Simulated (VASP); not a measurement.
# TePb (Fm-3m) in VASP: a series of runs

TePb is run at these levels: LDA; tasks: elastic constants.

Everything below comes from runs of VASP 6.6.1. Logs are shortened: lines on timing, memory, paths and dates and some standing lists are left out, and cuts for length are marked.

## Step 1: The cell of the first run

It takes space group Fm-3m (No. 225, cubic). Conventional cell: a = 6.340 Å, b = 6.340 Å, c = 6.340 Å, α = 90.00°, β = 90.00°, γ = 90.00°. Te (site symmetry m-3m) has 6 Pb at 3.17 Å within 4.2 Å. Within 4.2 Å of Pb (site symmetry m-3m) lie 6 Te at 3.17 Å.

## Step 2: Elastic constants, LDA

The input, INCAR:

```
SYSTEM = TePb
PREC = Accurate
ENCUT = 600
EDIFF = 1E-8
ISMEAR = 0
SIGMA = 0.01
LREAL = .FALSE.
LASPH = .TRUE.
NELM = 100
ALGO = Normal
ISIF = 3
LWAVE = .FALSE.
LCHARG = .FALSE.
GGA = CA
NBANDS = 17
IBRION = 6
NFREE = 2
POTIM = 0.015
NSW = 1
```

The input, KPOINTS:

```
Automatic mesh
0
G
  6 6 6
  0 0 0
```

The input, POSCAR:

```
TePb
1.0
    0.0000000000      3.1702394901      3.1702394901
    3.1702394901      0.0000000000      3.1702394901
    3.1702394901      3.1702394901      0.0000000000
Te Pb
1 1
Direct
    0.5000000000      0.5000000000      0.5000000000
    0.0000000000      0.0000000000      0.0000000000
```

Potentials or basis: VASP PAW LDA potentials, release 64 (Te, Pb_d).

The run is started by

```sh
$ cat potpaw_LDA.64/Te/POTCAR potpaw_LDA.64/Pb_d/POTCAR > POTCAR
$ mpirun -np 1 vasp_std > vasp.out
```

OUTCAR:

```text
SYSTEM = TePb
   PREC = Accurate
   ENCUT = 600
   EDIFF = 1E-8
   ISMEAR = 0
   LREAL = .FALSE.
   LASPH = .TRUE.
   NELM = 100
   ISIF = 3
   GGA = CA
   IBRION = 6
   NFREE = 2
   POTIM = 0.015
   NSW = 1

 ion  position               nearest neighbor table
   1  0.500  0.500  0.500-   2 3.17   2 3.17   2 3.17   2 3.17   2 3.17   2 3.17
   2  0.000  0.000  0.000-   1 3.17   1 3.17   1 3.17   1 3.17   1 3.17   1 3.17

  LATTYP: Found a face centered cubic cell.
 ALAT       =     6.3404789802

  Lattice vectors:

 A1 = (   0.0000000000,   3.1702394901,   3.1702394901)
 A2 = (   3.1702394901,   0.0000000000,   3.1702394901)
 A3 = (   3.1702394901,   3.1702394901,   0.0000000000)

Analysis of symmetry for initial positions (statically):
=====================================================================
 Subroutine PRICEL returns:
 Original cell was already a primitive cell.

 Routine SETGRP: Setting up the symmetry group for a
 face centered cubic supercell.

 Subroutine GETGRP returns: Found 48 space group operations
 (whereof 48 operations were pure point group operations)
 out of a pool of 48 trial point group operations.

The static configuration has the point symmetry O_h .

Analysis of symmetry for dynamics (positions and initial velocities):
=====================================================================
 Subroutine PRICEL returns:
 Original cell was already a primitive cell.

 Routine SETGRP: Setting up the symmetry group for a
 face centered cubic supercell.

 Subroutine GETGRP returns: Found 48 space group operations
 (whereof 48 operations were pure point group operations)
 out of a pool of 48 trial point group operations.

The dynamic configuration has the point symmetry O_h .

 Subroutine INISYM returns: Found 48 space group operations
 (whereof 48 operations are pure point group operations),
 and found     1 'primitive' translations

----------------------------------------------------------------------------------------

                                     Primitive cell

  volume of cell :      63.7245

  direct lattice vectors                    reciprocal lattice vectors
     0.000000000  3.170239490  3.170239490    -0.157716791  0.157716791  0.157716791
     3.170239490  0.000000000  3.170239490     0.157716791 -0.157716791  0.157716791
     3.170239490  3.170239490  0.000000000     0.157716791  0.157716791 -0.157716791

  length of vectors
     4.483395683  4.483395683  4.483395683     0.273173496  0.273173496  0.273173496

  position of ions in fractional coordinates (direct lattice)
     0.500000000  0.500000000  0.500000000
     0.000000000  0.000000000  0.000000000

  ion indices of the primitive-cell ions
   primitive index   ion index
                 1           1
                 2           2

----------------------------------------------------------------------------------------

 KPOINTS: Automatic mesh

Automatic generation of k-mesh.
 Grid dimensions read from file:
 generate k-points for:    6    6    6

 Generating k-lattice:

  Cartesian coordinates                     Fractional coordinates (reciprocal lattice)
    -0.026286132  0.026286132  0.026286132     0.166666667  0.000000000  0.000000000
     0.026286132 -0.026286132  0.026286132     0.000000000  0.166666667  0.000000000
     0.026286132  0.026286132 -0.026286132     0.000000000  0.000000000  0.166666667

  Length of vectors
     0.045528916  0.045528916  0.045528916

  Shift w.r.t. Gamma in fractional coordinates (k-lattice)
     0.000000000  0.000000000  0.000000000

 Subroutine IBZKPT returns following result:
 ===========================================

 Found     16 irreducible k-points:

 Following reciprocal coordinates:
            Coordinates               Weight
  0.000000  0.000000  0.000000      1.000000
  0.166667  0.000000  0.000000      8.000000
  0.333333  0.000000  0.000000      8.000000
[... 39 lines left out ...]
   POTIM  = 0.0150    time-step for ionic-motion
   TEBEG  =    0.0;   TEEND  =   0.0 temperature during run
   PSTRESS=    0.0 pullay stress
   NELECT =      20.0000    total number of electrons
   NUPDOWN=      -1.0000    fix difference up-down
   EMIN   =  10.00;   EMAX   =-10.00  energy-range for DOS
   EFERMI =   0.00;   METHOD = LEGACY
   ISMEAR =     0;   SIGMA  =   0.01  broadening in eV -4-tet -1-fermi 0-gaus
   EFERMI_NEDOS =   21; number of points for ismear=-14 and -15
   IALGO  =     38    algorithm
   IMIX   =      4    mixing-type and parameters
     AMIX     =   0.40;   BMIX     =  1.00
     AMIX_MAG =   1.60;   BMIX_MAG =  1.00
  volume/ion in A,a.u.               =      31.86       215.02
  Fermi-wavevector in a.u.,A,eV,Ry     =   1.112541  2.102398 16.840582  1.237748
  Thomas-Fermi vector in A             =   2.249116
   LORBIT       =      0    0 simple, 1 ext, 2 COOP (PROOUT), +10 PAW based schemes
   GGA     = CA    functional components
   LHFCALC =     F    Hartree Fock is set to
   AEXX    =    0.0000 exact exchange contribution
   IVDW    =     0    specifies the selected vdW correction
   LEPSILON=     F    determine dielectric tensor
   LRPA    =     F    only Hartree local field effects (RPA)
 finite differences with symmetry
 non-spin polarized calculation
 Gauss-broadening in eV      SIGMA  =   0.01
  energy-cutoff  :      600.00
  volume of cell :       63.72
 maximum number of plane-waves:      2158
   NGX = 17   NGY = 17   NGZ = 17

--------------------------------------- Ionic step        1  -------------------------------------------

 number of electron      19.9999998 magnetization

 Free energy of the ion-electron system (eV)
  ---------------------------------------------------
  ext. energy  EPLUGINS =         0.00000000
  ---------------------------------------------------
  free energy    TOTEN  =        -8.77098059 eV

  energy without entropy =       -8.77098059  energy(sigma->0) =       -8.77098059

------------------------ aborting loop because EDIFF is reached ----------------------------------------

  FORCE on cell =-STRESS in cart. coord.  units (eV):
  Direction    XX          YY          ZZ          XY          YZ          ZX
  --------------------------------------------------------------------------------------
  -------------------------------------------------------------------------------------
  Total        0.4403097      0.4403097      0.4403097      0.0000000      0.0000000     -0.0000000
  in kB       11.0703833     11.0703833     11.0703833      0.0000000      0.0000000     -0.0000000
  external PRESSURE =      11.0703833 kB  Pullay stress =       0.0000000 kB
[... 89 lines left out ...]
  FREE ENERGIE OF THE ION-ELECTRON SYSTEM (eV)
  ---------------------------------------------------
  free  energy   TOTEN  =        -8.7572041867 eV

  energy  without entropy=       -8.7572041867  energy(sigma->0) =       -8.75720419

[... ionic steps 4 to 14 ...]

--------------------------------------- Ionic step       15  -------------------------------------------

 number of electron      19.9999999 magnetization

------------------------ aborting loop because EDIFF is reached ----------------------------------------
[... 67 lines left out ...]
--------------------------------------- Ionic step       17  -------------------------------------------

 number of electron      19.9999999 magnetization

 Free energy of the ion-electron system (eV)
  ---------------------------------------------------
  ext. energy  EPLUGINS =         0.00000000
  ---------------------------------------------------
  free energy    TOTEN  =        -8.77091893 eV

  energy without entropy =       -8.77091893  energy(sigma->0) =       -8.77091893

 E-fermi :   6.2437     XC(G=0):  -9.8264

 val. band max:        6.1941907376   @ k =   0.5000   0.0000   0.0000
 cond. band min:       6.7058081372   @ k =   0.5000   0.0000   0.0000
 fundamental gap:      0.5116173996
 Fermi energy:         6.2436641978

 k-point     1 :       0.0000    0.0000    0.0000
  band No.  band energies     occupation
      1     -10.6019      2.00000
      2     -10.6019      2.00000
      3     -10.5832      2.00000
      4     -10.5832      2.00000
      5     -10.5832      2.00000
      6      -6.3659      2.00000
[... 457 lines left out ...]
      4     -10.5646      2.00000
      5     -10.5575      2.00000
      6      -4.4203      2.00000
[... 9 lines left out ...]
     16      14.4337      0.00000
     17      16.5998      0.00000

 [... further k-points ...]

------------------------ aborting loop because EDIFF is reached ----------------------------------------

  FORCE on cell =-STRESS in cart. coord.  units (eV):
  Direction    XX          YY          ZZ          XY          YZ          ZX
  --------------------------------------------------------------------------------------
  -------------------------------------------------------------------------------------
  Total        0.4440358      0.4398095      0.4398095      0.0000000     -0.0000000      0.0000000
  in kB       11.1640656     11.0578076     11.0578076      0.0000000     -0.0000000      0.0000000
  external PRESSURE =      11.0932269 kB  Pullay stress =       0.0000000 kB
[... 17 lines left out ...]
  FREE ENERGIE OF THE ION-ELECTRON SYSTEM (eV)
  ---------------------------------------------------
  free  energy   TOTEN  =        -8.7709189342 eV

  energy  without entropy=       -8.7709189342  energy(sigma->0) =       -8.77091893

 INTERNAL STRAIN TENSORS FROM STRAINED CELLS
 ============================================

 INTERNAL STRAIN TENSOR FOR ION    1 for displacements in x,y,z  (eV/Angst):
          X           Y           Z          XY          YZ          ZX
  --------------------------------------------------------------------------------
  x    -0.00000    -0.00000     0.00000     0.00000    -0.00000     0.00000
  y     0.00000     0.00000    -0.00000     0.00000    -0.00000     0.00000
  z    -0.00000     0.00000     0.00000     0.00000    -0.00000     0.00000

 INTERNAL STRAIN TENSORS FROM DISPLACED ATOMS
 ============================================

 INTERNAL STRAIN TENSOR FOR ION    1 for displacements in x,y,z  (eV/Angst):
          X           Y           Z          XY          YZ          ZX
  --------------------------------------------------------------------------------
  x     0.00000     0.00000     0.00000     0.00000     0.00000     0.00000
  y     0.00000     0.00000     0.00000     0.00000     0.00000     0.00000
  z     0.00000     0.00000     0.00000     0.00000     0.00000     0.00000

 INTERNAL STRAIN TENSOR FOR ION    2 for displacements in x,y,z  (eV/Angst):
          X           Y           Z          XY          YZ          ZX
  --------------------------------------------------------------------------------
  x     0.00000     0.00000     0.00000     0.00000     0.00000     0.00000
  y     0.00000     0.00000     0.00000     0.00000     0.00000     0.00000
  z     0.00000     0.00000     0.00000     0.00000     0.00000     0.00000

 Eigenvectors and eigenvalues of the dynamical matrix
 ----------------------------------------------------

   1 f  =    1.308657 THz     8.222532 2PiTHz   43.652083 cm-1     5.412166 meV
             X         Y         Z           dx          dy          dz
      3.170239  3.170239  3.170239    -0.786298    0.000000    0.000000
      0.000000  0.000000  0.000000     0.617848    0.000000    0.000000
[... 21 lines left out ...]
   6 f/i=    0.000826 THz     0.005188 2PiTHz    0.027541 cm-1     0.003415 meV
             X         Y         Z           dx          dy          dz
      3.170239  3.170239  3.170239     0.000000   -0.511363   -0.346762
      0.000000  0.000000  0.000000     0.000000   -0.650781   -0.441303

--------------------------------------------------------------------------------------------------------

 ELASTIC MODULI CONTR FROM IONIC RELAXATION (kBar)
 Direction    XX          YY          ZZ          XY          YZ          ZX
 --------------------------------------------------------------------------------
 XX           0.0000      0.0000      0.0000      0.0000      0.0000      0.0000
 YY           0.0000      0.0000      0.0000      0.0000      0.0000      0.0000
 ZZ           0.0000      0.0000      0.0000      0.0000      0.0000      0.0000
 XY           0.0000      0.0000      0.0000      0.0000      0.0000      0.0000
 YZ           0.0000      0.0000      0.0000      0.0000      0.0000      0.0000
 ZX           0.0000      0.0000      0.0000      0.0000      0.0000      0.0000
 --------------------------------------------------------------------------------

 TOTAL ELASTIC MODULI (kBar)
 Direction    XX          YY          ZZ          XY          YZ          ZX
 --------------------------------------------------------------------------------
 XX        1501.1057     51.3228     51.3228      0.0000      0.0000      0.0000
 YY          51.3228   1501.1057     51.3228      0.0000      0.0000     -0.0000
 ZZ          51.3228     51.3228   1501.1057      0.0000     -0.0000      0.0000
 XY           0.0000      0.0000      0.0000    155.6622     -0.0000      0.0000
 YZ           0.0000      0.0000     -0.0000     -0.0000    155.6622      0.0000
 ZX           0.0000     -0.0000      0.0000      0.0000      0.0000    155.6622
 --------------------------------------------------------------------------------
```

Run time: 5.4 min. Hardware: 1 thread of Intel Xeon 6975P-C (Granite Rapids), shared host; peak memory 0.28 GiB.

Results:

- Elastic constants C11, C12, C44: 150, 5, 16 GPa
- Voigt bulk modulus: 53 GPa
- Highest phonon frequency at Γ, LO-TO splitting left out: 44 cm⁻¹

Phonon frequencies in cm⁻¹ (negative: imaginary):
```tsv
q point	frequencies
(0.000, 0.000, 0.000)	0 0 0 44 44 44
```

Elastic tensor in Voigt notation (GPa, in the Cartesian axes of the cell as first typed):
```
150   5   5   0   0   0
  5 150   5   0   0   0
  5   5 150   0   0   0
  0   0   0  16   0   0
  0   0   0   0  16   0
  0   0   0   0   0  16
```

Clamped-ion elastic tensor (GPa):
```
150   5   5   0   0   0
  5 150   5   0   0   0
  5   5 150   0   0   0
  0   0   0  16   0   0
  0   0   0   0  16   0
  0   0   0   0   0  16
```

Caveat: the cell is under stress, which shifts elastic constants; spin-orbit coupling is left out, which moves the levels of the heavy elements.

(Part 1 of 2 ends here.)
